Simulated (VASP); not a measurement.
# Au (Cmcm) in VASP: single point with LDA

Aim: the single point of Au with LDA.

All numbers are computed with VASP 6.6.1; they aren't measurements. Logs are shortened: lines on timing, memory, paths and dates and some standing lists are left out, and cuts for length are marked.

## (1) The cell of the first run

Symmetry: Cmcm, No. 63, orthorhombic system. The conventional cell has a = 2.823 Å, b = 5.112 Å, c = 4.893 Å, α = 90.00°, β = 90.00°, γ = 90.00°. Au (site symmetry m2m) has 12 Au at 2.82 to 2.97 Å within 3.7 Å.

## (2) Single point, LDA

File INCAR:

```
PREC     = Accurate       # precision mode
ENCUT    = 520            # plane-wave cutoff, eV
EDIFF    = 1E-6           # SCF threshold, eV
ISMEAR   = 0              # smearing method
SIGMA    = 0.15           # smearing width, eV
LREAL    = F              # projectors in reciprocal space
LASPH    = T              # aspherical terms in the spheres
NELM     = 60             # most SCF steps
ALGO     = Fast           # electronic algorithm
ISIF     = 2              # what is computed and relaxed
LWAVE    = F              # write WAVECAR
LCHARG   = F              # write CHGCAR
NBANDS   = 18             # bands
```

File KPOINTS:

```
regular mesh
0
Gamma
  22 22 12
```

File POSCAR:

```
Au
1.0
    1.4113099650     -2.5559330250      0.0000000000
    1.4113099650      2.5559330250      0.0000000000
    0.0000000000      0.0000000000      4.8931696100
Au
2
Direct
    0.6653279700      0.3346720300      0.2500000000
    0.3346720300      0.6653279700      0.7500000000
```

Potentials or basis: VASP PAW LDA potentials, release 64 (Au).

Started as:

```console
cat potpaw_LDA.64/Au/POTCAR > POTCAR
mpirun -np 1 vasp_std > vasp.out
```

OUTCAR:

```text
PREC = Accurate
   ENCUT = 520
   EDIFF = 1E-6
   ISMEAR = 0
   LREAL = F
   LASPH = T
   NELM = 60
   ISIF = 2

 ion  position               nearest neighbor table
   1  0.665  0.335  0.250-   2 2.95   2 2.95   2 2.95   2 2.95   2 2.97   2 2.97
   2  0.335  0.665  0.750-   1 2.95   1 2.95   1 2.95   1 2.95   1 2.97   1 2.97

  LATTYP: Found a base centered orthorhombic cell.
 ALAT       =     2.8226199300
 B/A-ratio  =     1.8110359088
 C/A-ratio  =     1.7335559627

  Lattice vectors:

 A1 = (   1.4113099650,  -2.5559330250,   0.0000000000)
 A2 = (   1.4113099650,   2.5559330250,   0.0000000000)
 A3 = (   0.0000000000,   0.0000000000,   4.8931696100)

Analysis of symmetry for initial positions (statically):
=====================================================================
 Subroutine PRICEL returns:
 Original cell was already a primitive cell.

 Routine SETGRP: Setting up the symmetry group for a
 base centered orthorhombic supercell.

 Subroutine GETGRP returns: Found  8 space group operations
 (whereof  4 operations were pure point group operations)
 out of a pool of  8 trial point group operations.

The static configuration has the point symmetry C_2h.
 The point group associated with its full space group is D_2h.

Analysis of symmetry for dynamics (positions and initial velocities):
=====================================================================
 Subroutine PRICEL returns:
 Original cell was already a primitive cell.

 Routine SETGRP: Setting up the symmetry group for a
 base centered orthorhombic supercell.

 Subroutine GETGRP returns: Found  8 space group operations
 (whereof  4 operations were pure point group operations)
 out of a pool of  8 trial point group operations.

The dynamic configuration has the point symmetry C_2h.
 The point group associated with its full space group is D_2h.

 Subroutine INISYM returns: Found  8 space group operations
 (whereof  4 operations are pure point group operations),
 and found     1 'primitive' translations

----------------------------------------------------------------------------------------

                                     Primitive cell

  volume of cell :      35.3014

  direct lattice vectors                    reciprocal lattice vectors
     1.411309965 -2.555933025  0.000000000     0.354280783 -0.195623279  0.000000000
     1.411309965  2.555933025  0.000000000     0.354280783  0.195623279  0.000000000
     0.000000000  0.000000000  4.893169610     0.000000000  0.000000000  0.204366511

  length of vectors
     2.919689957  2.919689957  4.893169610     0.404701545  0.404701545  0.204366511

  position of ions in fractional coordinates (direct lattice)
     0.665327970  0.334672030  0.250000000
     0.334672030  0.665327970  0.750000000

  ion indices of the primitive-cell ions
   primitive index   ion index
                 1           1
                 2           2

----------------------------------------------------------------------------------------

 KPOINTS: regular mesh

Automatic generation of k-mesh.
 Grid dimensions read from file:
 generate k-points for:   22   22   12

 Generating k-lattice:

  Cartesian coordinates                     Fractional coordinates (reciprocal lattice)
     0.016103672 -0.008891967  0.000000000     0.045454545  0.000000000  0.000000000
     0.016103672  0.008891967  0.000000000     0.000000000  0.045454545  0.000000000
     0.000000000  0.000000000  0.017030543     0.000000000  0.000000000  0.083333333

  Length of vectors
     0.018395525  0.018395525  0.017030543

  Shift w.r.t. Gamma in fractional coordinates (k-lattice)
     0.000000000  0.000000000  0.000000000

 Subroutine IBZKPT returns following result:
 ===========================================

 Found    931 irreducible k-points:

 Following reciprocal coordinates:
            Coordinates               Weight
  0.000000  0.000000  0.000000      1.000000
  0.045455  0.000000  0.000000      4.000000
  0.090909  0.000000  0.000000      4.000000
  0.136364  0.000000  0.000000      4.000000
  0.181818 -0.000000  0.000000      4.000000
  0.227273 -0.000000  0.000000      4.000000
[... 16 lines left out ...]
  0.500000  0.045455  0.000000      4.000000
 -0.454545  0.045455  0.000000      4.000000
 [... further k-points ...]
   k-points           NKPTS =    931   k-points in BZ     NKDIM =    931   number of bands    NBANDS=     18
   number of dos      NEDOS =    301   number of ions     NIONS =      2
   total plane-waves  NPLWV =  20736
   dimension x,y,z NGX =    24 NGY =   24 NGZ =   36
   dimension x,y,z NGXF=    48 NGYF=   48 NGZF=   72
   ions per type =               2
   NGX,Y,Z   is equivalent  to a cutoff of  13.67, 13.67, 12.23 a.u.
   NGXF,Y,Z  is equivalent  to a cutoff of  27.33, 27.33, 24.46 a.u.
 SYSTEM =  unknown system
   PREC   = accura    normal or accurate (medium, high low for compatibility)
   ISTART =      0    job   : 0-new  1-cont  2-samecut
   ICHARG =      2    charge: 1-file 2-atom 10-const
   ISPIN  =      1    spin polarized calculation?
   LNONCOLLINEAR =      F non collinear calculations
   LSORBIT =      F    spin-orbit coupling
   LASPH  =      T    aspherical Exc in radial PAW
   ENCUT  =  520.0 eV  38.22 Ry    6.18 a.u.   5.43  5.43  9.10*2*pi/ulx,y,z
   NELM   =     60;   NELMIN=  2; NELMDL= -5     # of ELM steps
   EDIFF  = 0.1E-05   stopping-criterion for ELM
   LREAL  =      F    real-space projection
   EDIFFG = 0.1E-04   stopping-criterion for IOM
   NSW    =      0    number of steps for IOM
   IBRION =     -1    ionic relax: 0-MD 1-quasi-New 2-CG
   NFREE  =      0    steps in history (QN), initial steepest desc. (CG)
   ISIF   =      2    stress and relaxation
   ISYM   =      2    0-nonsym 1-usesym 2-fastsym
   POTIM  = 0.5000    time-step for ionic-motion
   TEBEG  =    0.0;   TEEND  =   0.0 temperature during run
   PSTRESS=    0.0 pullay stress
   NELECT =      22.0000    total number of electrons
   NUPDOWN=      -1.0000    fix difference up-down
   EMIN   =  10.00;   EMAX   =-10.00  energy-range for DOS
   EFERMI =   0.00;   METHOD = LEGACY
   ISMEAR =     0;   SIGMA  =   0.15  broadening in eV -4-tet -1-fermi 0-gaus
   EFERMI_NEDOS =   21; number of points for ismear=-14 and -15
   IALGO  =     68    algorithm
   IMIX   =      4    mixing-type and parameters
     AMIX     =   0.40;   BMIX     =  1.00
     AMIX_MAG =   1.60;   BMIX_MAG =  1.00
  volume/ion in A,a.u.               =      17.65       119.11
  Fermi-wavevector in a.u.,A,eV,Ry     =   1.398358  2.642513 26.604898  1.955405
  Thomas-Fermi vector in A             =   2.521524
   LORBIT       =      0    0 simple, 1 ext, 2 COOP (PROOUT), +10 PAW based schemes
   GGA     = CA    functional components
   LHFCALC =     F    Hartree Fock is set to
   AEXX    =    0.0000 exact exchange contribution
   IVDW    =     0    specifies the selected vdW correction
   LEPSILON=     F    determine dielectric tensor
   LRPA    =     F    only Hartree local field effects (RPA)
 non-spin polarized calculation
 RMM-DIIS sequential band-by-band and
 Gauss-broadening in eV      SIGMA  =   0.15
  energy-cutoff  :      520.00
  volume of cell :       35.30
 maximum number of plane-waves:       968
 NGX is ok and might be reduce to    24
   NGX = 11   NGY = 11   NGZ = 19

 number of electron      21.9999996 magnetization

 Free energy of the ion-electron system (eV)
  ---------------------------------------------------
  ext. energy  EPLUGINS =         0.00000000
  ---------------------------------------------------
  free energy    TOTEN  =        -8.81122575 eV

  energy without entropy =       -8.80420838  energy(sigma->0) =       -8.80771707

 E-fermi :   8.6528     XC(G=0): -12.7786

 val. band max:        8.6521489300   @ k =  -0.2727   0.0455   0.2500
 cond. band min:       8.6564593604   @ k =   0.2273   0.0455   0.2500
 fundamental gap:      0.0043104304
 Fermi energy:         8.6528448518

 k-point     1 :       0.0000    0.0000    0.0000
  band No.  band energies     occupation
      1      -0.8508      2.00000
      2       1.5346      2.00000
      3       3.9247      2.00000
      4       3.9818      2.00000
      5       4.3173      2.00000
      6       4.5655      2.00000
[... 10 lines left out ...]
     17      26.5061      0.00000
     18      27.4380      0.00000

 k-point     2 :       0.0455    0.0000    0.0000
  band No.  band energies     occupation
      1      -0.7842      2.00000
      2       1.5919      2.00000
      3       3.9118      2.00000
      4       4.0386      2.00000
      5       4.3395      2.00000
      6       4.5638      2.00000
[... 10 lines left out ...]
     17      26.1863      0.00000
     18      26.9270      0.00000

 k-point     3 :       0.0909    0.0000    0.0000
  band No.  band energies     occupation
      1      -0.5870      2.00000
      2       1.7576      2.00000
      3       3.8875      2.00000
      4       4.1732      2.00000
      5       4.3874      2.00000
      6       4.5775      2.00000
[... 10 lines left out ...]
     17      25.6491      0.00000
     18      26.4006      0.00000

 k-point     4 :       0.1364    0.0000    0.0000
  band No.  band energies     occupation
      1      -0.2684      2.00000
      2       2.0093      2.00000
      3       3.8289      2.00000
      4       4.3444      2.00000
      5       4.4118      2.00000
      6       4.6601      2.00000
[... 375 lines left out ...]
      4       4.1813      2.00000
      5       4.5115      2.00000
      6       4.7755      2.00000
[... 10 lines left out ...]
     17      20.3695      0.00000
     18      23.2022      0.00000

 k-point    23 :       0.5000    0.0455    0.0000
  band No.  band energies     occupation
      1       2.1537      2.00000
      2       2.1993      2.00000
      3       2.6184      2.00000
      4       4.2053      2.00000
      5       4.4889      2.00000
      6       4.7747      2.00000
[... 10 lines left out ...]
     17      20.3930      0.00000
     18      23.1957      0.00000

 k-point    24 :      -0.4545    0.0455    0.0000
  band No.  band energies     occupation
      1       2.1235      2.00000
      2       2.2448      2.00000
      3       2.6953      2.00000
      4       4.2594      2.00000
      5       4.5064      2.00000
      6       4.6414      2.00000
[... 10 lines left out ...]
     17      20.8534      0.00000
     18      23.3667      0.00000

 [... further k-points ...]
[... 5 lines left out ...]
  --------------------------------------------------------------------------------------
  -------------------------------------------------------------------------------------
  Total       -1.7697157     -2.1930734     -2.1296809      0.0000000      0.0000000      0.0000000
  in kB      -80.3196751    -99.5340324    -96.6569248      0.0000000      0.0000000      0.0000000
  external PRESSURE =     -92.1702108 kB  Pullay stress =       0.0000000 kB

 VOLUME and BASIS-vectors are now :
 -----------------------------------------------------------------------------
  energy-cutoff  :      520.00
  volume of cell :       35.30
      direct lattice vectors                 reciprocal lattice vectors
     1.411309965 -2.555933025  0.000000000     0.354280783 -0.195623279  0.000000000
     1.411309965  2.555933025  0.000000000     0.354280783  0.195623279  0.000000000
     0.000000000  0.000000000  4.893169610     0.000000000  0.000000000  0.204366511

 POSITION                                       TOTAL-FORCE (eV/Angst)
 -----------------------------------------------------------------------------------
      1.41131     -0.84513      1.22329         0.000000      0.006415      0.000000
      1.41131      0.84513      3.66988         0.000000     -0.006415     -0.000000
 -----------------------------------------------------------------------------------
    total drift:                                0.000000      0.000000     -0.000000

  FREE ENERGIE OF THE ION-ELECTRON SYSTEM (eV)
  ---------------------------------------------------
  free  energy   TOTEN  =        -8.8112257523 eV

  energy  without entropy=       -8.8042083835  energy(sigma->0) =       -8.80771707
```

Run time: 8.2 min. Hardware: 1 thread of Intel Xeon 8259CL, shared host; peak memory 0.54 GiB.

Results:

* Free energy: -8.8112 eV
* Pressure: -9.2 GPa
* Largest force: 0.006 eV/Å
* Band gap on the k mesh: zero (bands 11 and 12 overlap by 6.66 eV)

Forces in eV/Å, atoms in the order of the input:
```
Au   0.000  0.006  0.000
Au   0.000 -0.006  0.000
```

Caveat: the cell stands under tension; spin-orbit coupling is left out, which moves the levels of the heavy elements.
